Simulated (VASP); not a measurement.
Input of a VASP 6.6.1 run:

File INCAR:

```
PREC = Accurate
ENCUT = 450
EDIFF = 1E-7
ISMEAR = 0
SIGMA = 0.02
LREAL = False
LASPH = True
NELM = 120
ALGO = Normal
ISIF = 2
LWAVE = False
LCHARG = False
GGA = PS
IBRION = 2
NSW = 45
EDIFFG = -0.03
GGA_COMPAT = False
NELMIN = 4
KPAR = 2
NCORE = 2
```

Contents of KPOINTS:

```
Automatic mesh
0
Gamma
  2 2 2
  0.5 0.5 0.5
```

File POSCAR:

```
Tl11Ga4B
1.0
    0.0000000000      7.7547820000      7.7547820000
    7.7547820000      0.0000000000      7.7547820000
    3.8773910000      3.8773910000      0.0000000000
Tl B Ga
11 1 4
Direct
    0.1250000000      0.1250000000      0.2500000000
    0.3750000000      0.3750000000      0.7500000000
    0.1250000000      0.6250000000      0.2500000000
    0.3750000000      0.8750000000      0.7500000000
    0.2500000000      0.7500000000      0.5000000000
    0.6250000000      0.1250000000      0.2500000000
    0.8750000000      0.3750000000      0.7500000000
    0.7500000000      0.2500000000      0.5000000000
    0.6250000000      0.6250000000      0.2500000000
    0.8750000000      0.8750000000      0.7500000000
    0.7500000000      0.7500000000      0.5000000000
    0.2500000000      0.2500000000      0.5000000000
    0.0000000000      0.0000000000      0.0000000000
    0.0000000000      0.5000000000      0.0000000000
    0.5000000000      0.0000000000      0.0000000000
    0.5000000000      0.5000000000      0.0000000000
```

Potentials or basis: VASP PAW PBE potentials, release 64 (Tl_d, B, Ga_d).

The run is started by

```bash
$ cat potpaw_PBE.64/Tl_d/POTCAR potpaw_PBE.64/B/POTCAR potpaw_PBE.64/Ga_d/POTCAR > POTCAR
$ mpirun -np 4 vasp_std > vasp.out
```

Q: What does it give for the energy gained by relaxing?

A: 86.2 meV/atom.

Q: What does it give for the band gap on the k mesh?

A: 0.49 eV.

Step by step:
```
step  energy change (eV)  largest force (eV/Å)  pressure (GPa)
   1              0.0000                0.4552           -3.81
   2             -0.0526                0.4761           -3.86
   3             -0.2303                0.5617           -4.09
   4             -0.5900                0.4714           -4.25
   5             -0.9336                0.9023           -3.84
   6             -0.9385                0.4615           -4.04
   7             -1.0579                0.4645           -3.97
   8             -1.2802                0.4974           -3.46
   9             -1.2861                0.5148           -3.18
  10             -1.2887                0.5078           -3.29
  11             -1.3556                0.1421           -3.39
  12             -1.3579                0.1676           -3.40
  13             -1.3663                0.1271           -3.43
  14             -1.3782                0.0333           -3.50
  15             -1.3783                0.0381           -3.51
  16             -1.3799                0.0205           -3.49
```

Caveat: the k points lie up to 0.57 Å⁻¹ apart; the PAW data sets were made with another functional, which shifts forces and pressure a little; spin-orbit coupling is left out, which moves the levels of the heavy elements.
